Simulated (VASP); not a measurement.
# Li (P6_3/mmc) in VASP: a series of runs, part 2 of 2

VASP 6.6.1. Earlier steps stand in the parts before.

**3. Single point, LDA (volume scaled by 1.12)**

Input file INCAR:

```
SYSTEM = Li
PREC     = Accurate       ! precision mode
ENCUT    = 520            ! plane-wave cutoff, eV
EDIFF    = 1E-6           ! SCF threshold, eV
ISMEAR   = -1             ! smearing method
SIGMA    = 0.1            ! smearing width, eV
LREAL    = .False.        ! projectors in reciprocal space
LASPH    = .True.         ! aspherical terms in the spheres
NELM     = 80             ! most SCF steps
ALGO     = Normal         ! electronic algorithm
ISIF     = 2              ! what is computed and relaxed
LWAVE    = .False.        ! write WAVECAR
LCHARG   = .False.        ! write CHGCAR
NBANDS   = 10             ! bands
```

Input file KPOINTS:

```
Automatic mesh
0
Gamma
  14 14 7
  0 0 0
```

Input file POSCAR:

```
Li
1.0
    3.1123947401      0.0000000000      0.0000000000
   -1.5561973700      2.6954129115      0.0000000000
    0.0000000000      0.0000000000      5.0771811703
Li
2
Direct
    0.3333333333      0.6666666667      0.2500000000
    0.6666666667      0.3333333333      0.7500000000
```

Potentials or basis: VASP PAW LDA potentials, release 64 (Li_sv).

The run is started by

```bash
> cat potpaw_LDA.64/Li_sv/POTCAR > POTCAR
> mpirun -np 1 vasp_std > vasp.out
```

OUTCAR:

```text
SYSTEM = Li
   PREC = Accurate
   ENCUT = 520
   EDIFF = 1E-6
   ISMEAR = -1
   LREAL = .False.
   LASPH = .True.
   NELM = 80
   ISIF = 2

 ion  position               nearest neighbor table
   1  0.333  0.667  0.250-
   2  0.667  0.333  0.750-

  LATTYP: Found a hexagonal cell.
 ALAT       =     3.1123947401
 C/A-ratio  =     1.6312780332

  Lattice vectors:

 A1 = (   3.1123947401,   0.0000000000,   0.0000000000)
 A2 = (  -1.5561973700,   2.6954129115,   0.0000000000)
 A3 = (   0.0000000000,   0.0000000000,   5.0771811703)

Analysis of symmetry for initial positions (statically):
=====================================================================
 Subroutine PRICEL returns:
 Original cell was already a primitive cell.

 Routine SETGRP: Setting up the symmetry group for a
 hexagonal supercell.

 Subroutine GETGRP returns: Found 24 space group operations
 (whereof 12 operations were pure point group operations)
 out of a pool of 24 trial point group operations.

The static configuration has the point symmetry D_3d.
 The point group associated with its full space group is D_6h.

Analysis of symmetry for dynamics (positions and initial velocities):
=====================================================================
 Subroutine PRICEL returns:
 Original cell was already a primitive cell.

 Routine SETGRP: Setting up the symmetry group for a
 hexagonal supercell.

 Subroutine GETGRP returns: Found 24 space group operations
 (whereof 12 operations were pure point group operations)
 out of a pool of 24 trial point group operations.

The dynamic configuration has the point symmetry D_3d.
 The point group associated with its full space group is D_6h.

 Subroutine INISYM returns: Found 24 space group operations
 (whereof 12 operations are pure point group operations),
 and found     1 'primitive' translations

----------------------------------------------------------------------------------------

                                     Primitive cell

  volume of cell :      42.5934

  direct lattice vectors                    reciprocal lattice vectors
     3.112394740  0.000000000  0.000000000     0.321296006  0.185500336  0.000000000
    -1.556197370  2.695412912  0.000000000     0.000000000  0.371000671  0.000000000
     0.000000000  0.000000000  5.077181170     0.000000000  0.000000000  0.196959684

  length of vectors
     3.112394740  3.112394740  5.077181170     0.371000671  0.371000671  0.196959684

  position of ions in fractional coordinates (direct lattice)
     0.333333333  0.666666667  0.250000000
     0.666666667  0.333333333  0.750000000

  ion indices of the primitive-cell ions
   primitive index   ion index
                 1           1
                 2           2

----------------------------------------------------------------------------------------

 KPOINTS: Automatic mesh

Automatic generation of k-mesh.
 Grid dimensions read from file:
 generate k-points for:   14   14    7

 Generating k-lattice:

  Cartesian coordinates                     Fractional coordinates (reciprocal lattice)
     0.022949715  0.013250024  0.000000000     0.071428571  0.000000000  0.000000000
     0.000000000  0.026500048  0.000000000     0.000000000  0.071428571  0.000000000
     0.000000000  0.000000000  0.028137098     0.000000000  0.000000000  0.142857143

  Length of vectors
     0.026500048  0.026500048  0.028137098

  Shift w.r.t. Gamma in fractional coordinates (k-lattice)
     0.000000000  0.000000000  0.000000000

 Subroutine IBZKPT returns following result:
 ===========================================

 Found     96 irreducible k-points:

 Following reciprocal coordinates:
            Coordinates               Weight
  0.000000  0.000000  0.000000      1.000000
  0.071429  0.000000  0.000000      6.000000
  0.142857  0.000000  0.000000      6.000000
  0.214286  0.000000  0.000000      6.000000
  0.285714  0.000000  0.000000      6.000000
  0.357143  0.000000  0.000000      6.000000
[... 16 lines left out ...]
  0.285714  0.285714  0.000000      6.000000
  0.357143  0.285714  0.000000      6.000000
 [... further k-points ...]
   k-points           NKPTS =     96   k-points in BZ     NKDIM =     96   number of bands    NBANDS=     10
   number of dos      NEDOS =    301   number of ions     NIONS =      2
   total plane-waves  NPLWV =  23040
   dimension x,y,z NGX =    24 NGY =   24 NGZ =   40
   dimension x,y,z NGXF=    48 NGYF=   48 NGZF=   80
   ions per type =               2
   NGX,Y,Z   is equivalent  to a cutoff of  12.82, 12.82, 13.10 a.u.
   NGXF,Y,Z  is equivalent  to a cutoff of  25.64, 25.64, 26.19 a.u.
 SYSTEM =  Li
   PREC   = accura    normal or accurate (medium, high low for compatibility)
   ISTART =      0    job   : 0-new  1-cont  2-samecut
   ICHARG =      2    charge: 1-file 2-atom 10-const
   ISPIN  =      1    spin polarized calculation?
   LNONCOLLINEAR =      F non collinear calculations
   LSORBIT =      F    spin-orbit coupling
   LASPH  =      T    aspherical Exc in radial PAW
   ENCUT  =  520.0 eV  38.22 Ry    6.18 a.u.   5.79  5.79  9.44*2*pi/ulx,y,z
   NELM   =     80;   NELMIN=  2; NELMDL= -5     # of ELM steps
   EDIFF  = 0.1E-05   stopping-criterion for ELM
   LREAL  =      F    real-space projection
   EDIFFG = 0.1E-04   stopping-criterion for IOM
   NSW    =      0    number of steps for IOM
   IBRION =     -1    ionic relax: 0-MD 1-quasi-New 2-CG
   NFREE  =      0    steps in history (QN), initial steepest desc. (CG)
   ISIF   =      2    stress and relaxation
   ISYM   =      2    0-nonsym 1-usesym 2-fastsym
   POTIM  = 0.5000    time-step for ionic-motion
   TEBEG  =    0.0;   TEEND  =   0.0 temperature during run
   PSTRESS=    0.0 pullay stress
   NELECT =       6.0000    total number of electrons
   NUPDOWN=      -1.0000    fix difference up-down
   EMIN   =  10.00;   EMAX   =-10.00  energy-range for DOS
   EFERMI =   0.00;   METHOD = LEGACY
   ISMEAR =    -1;   SIGMA  =   0.10  broadening in eV -4-tet -1-fermi 0-gaus
   EFERMI_NEDOS =   21; number of points for ismear=-14 and -15
   IALGO  =     38    algorithm
   IMIX   =      4    mixing-type and parameters
     AMIX     =   0.40;   BMIX     =  1.00
     AMIX_MAG =   1.60;   BMIX_MAG =  1.00
  volume/ion in A,a.u.               =      21.30       143.72
  Fermi-wavevector in a.u.,A,eV,Ry     =   0.851813  1.609694  9.872193  0.725586
  Thomas-Fermi vector in A             =   1.968004
   LORBIT       =      0    0 simple, 1 ext, 2 COOP (PROOUT), +10 PAW based schemes
   GGA     = CA    functional components
   LHFCALC =     F    Hartree Fock is set to
   AEXX    =    0.0000 exact exchange contribution
   IVDW    =     0    specifies the selected vdW correction
   LEPSILON=     F    determine dielectric tensor
   LRPA    =     F    only Hartree local field effects (RPA)
 non-spin polarized calculation
  energy-cutoff  :      520.00
  volume of cell :       42.59
 maximum number of plane-waves:      1165
 NGX is ok and might be reduce to    24
   NGX = 11   NGY = 11   NGZ = 19

 number of electron       5.9999992 magnetization

 Free energy of the ion-electron system (eV)
  ---------------------------------------------------
  ext. energy  EPLUGINS =         0.00000000
  ---------------------------------------------------
  free energy    TOTEN  =        -4.08898688 eV

  energy without entropy =       -4.05925431  energy(sigma->0) =       -4.07412059

 E-fermi :   0.4642     XC(G=0):  -7.0205

 val. band max:        0.3934577125   @ k =   0.5000   0.0000   0.0000
 cond. band min:       0.4670125136   @ k =   0.0000   0.0000   0.0000
 fundamental gap:      0.0735548011
 Fermi energy:         0.4641900279

 k-point     1 :       0.0000    0.0000    0.0000
  band No.  band energies     occupation
      1     -45.2522      2.00000
      2     -45.2358      2.00000
      3      -2.9688      2.00000
      4       0.4670      0.98589
      5       3.2748      0.00000
      6      12.2916      0.00000
      7      12.2916      0.00000
      8      13.6640      0.00000
      9      13.6640      0.00000
     10      14.2139      0.00000
[... 287 lines left out ...]
 k-point    24 :       0.3571    0.2857    0.0000
  band No.  band energies     occupation
      1     -45.2326      2.00000
      2     -45.2313      2.00000
      3       1.5124      0.00006
      4       2.3262      0.00000
      5       3.1619      0.00000
      6       6.1779      0.00000
      7       6.4662      0.00000
      8       6.8715      0.00000
      9       9.0398      0.00000
     10      10.3339      0.00000

 [... further k-points ...]
[... 5 lines left out ...]
  --------------------------------------------------------------------------------------
  -------------------------------------------------------------------------------------
  Total       -0.4054938     -0.4054938     -0.3941777     -0.0000000      0.0000000      0.0000000
  in kB      -15.2528901    -15.2528901    -14.8272293     -0.0000000      0.0000000      0.0000000
  external PRESSURE =     -15.1110032 kB  Pullay stress =       0.0000000 kB

 VOLUME and BASIS-vectors are now :
 -----------------------------------------------------------------------------
  energy-cutoff  :      520.00
  volume of cell :       42.59
      direct lattice vectors                 reciprocal lattice vectors
     3.112394740  0.000000000  0.000000000     0.321296006  0.185500336  0.000000000
    -1.556197370  2.695412912  0.000000000     0.000000000  0.371000671  0.000000000
     0.000000000  0.000000000  5.077181170     0.000000000  0.000000000  0.196959684

 POSITION                                       TOTAL-FORCE (eV/Angst)
 -----------------------------------------------------------------------------------
     -0.00000      1.79694      1.26930         0.000000      0.000000      0.000000
      1.55620      0.89847      3.80789        -0.000000     -0.000000      0.000000
 -----------------------------------------------------------------------------------
    total drift:                               -0.000000      0.000000     -0.000000

  FREE ENERGIE OF THE ION-ELECTRON SYSTEM (eV)
  ---------------------------------------------------
  free  energy   TOTEN  =        -4.0889868820 eV

  energy  without entropy=       -4.0592543058  energy(sigma->0) =       -4.07412059
```

It took 46 s on 1 thread of AMD EPYC 7R13, shared host; peak memory 0.12 GiB.

What came out:

```yaml
Free_energy: -4.0890 eV
Band_gap_on_the_k_mesh: zero (band 3 reaches 2.20 eV, above the bottom of band 4 at -1.57 eV)
```

Caveat: the cell differs from its parent crystal (volume scaled by 1.12); the cutoff is under 1.25 times the usual one of these potentials, so pressure, stress and relaxed cells hold a basis-set (Pulay) error.

**4. Single point, LDA, non-collinear spin, zero start, spin-orbit coupling**

This run uses another cell than the first one, of 19.01 Å³/atom, 0.962 times its volume.

Input file INCAR:

```
ALGO = Normal
EDIFF = 1E-6
ENCUT = 520
GGA = CA
GGA_COMPAT = False
ISIF = 2
ISMEAR = -1
LASPH = True
LCHARG = False
LORBIT = 11
LORBMOM = True
LREAL = False
LSORBIT = True
LWAVE = False
MAGMOM = 0 0 0 0 0 0
NBANDS = 18
NELM = 150
PREC = Accurate
SIGMA = 0.1
```

Input file KPOINTS:

```
k-points
0
Gamma
  12 12 7
```

Input file POSCAR:

```
Li
1.0
    2.9970132647      0.0000000000      0.0000000000
   -1.4985066324      2.5954896227      0.0000000000
    0.0000000000      0.0000000000      4.8889619042
Li
2
Direct
    0.3333333333      0.6666666667      0.2500000000
    0.6666666667      0.3333333333      0.7500000000
```

The run is started by

```bash
> cat potpaw_LDA.64/Li_sv/POTCAR > POTCAR
> mpirun -np 1 vasp_ncl > vasp.out
```

It took 2 min on 1 thread of AMD EPYC 7R13, shared host; peak memory 0.19 GiB.

Results (log left out):

```
Free energy                                           : -4.1100 eV
Net moment                                            : 0.00 μB per cell
Valence electrons inside the program's atomic spheres : Li 2.09
```

Moments on the atoms (μB; x, y, z):
```
Li  0.00 0.00 0.00
Li  0.00 0.00 0.00
```

Caveat: the cutoff is under 1.25 times the usual one of these potentials, so pressure, stress and relaxed cells hold a basis-set (Pulay) error.

**5. The runs side by side**

```csv
spin,cell,k mesh,gap on the mesh (eV)
off,"a = 3.036, b = 3.036, c = 4.953 Å, angles 90.0, 90.0, 120.0°, 2 atoms",14 × 14 × 7,none
off,"a = 3.112, b = 3.112, c = 5.077 Å, angles 90.0, 90.0, 120.0°, 2 atoms",14 × 14 × 7,none
"non-collinear, zero start, SOC","a = 2.997, b = 2.997, c = 4.889 Å, angles 90.0, 90.0, 120.0°, 2 atoms",12 × 12 × 7,-
```

Alike in all rows: task single point; level LDA; potentials or basis VASP PAW LDA potentials, release 64 (Li_sv); cutoff (eV) 520; smearing fermi-dirac 0.1 eV.

Caveats: the cutoff is under 1.25 times the usual one of these potentials, so pressure, stress and relaxed cells hold a basis-set (Pulay) error.

Total energies depend on the potentials used, so only differences within one code and one set of settings carry meaning.
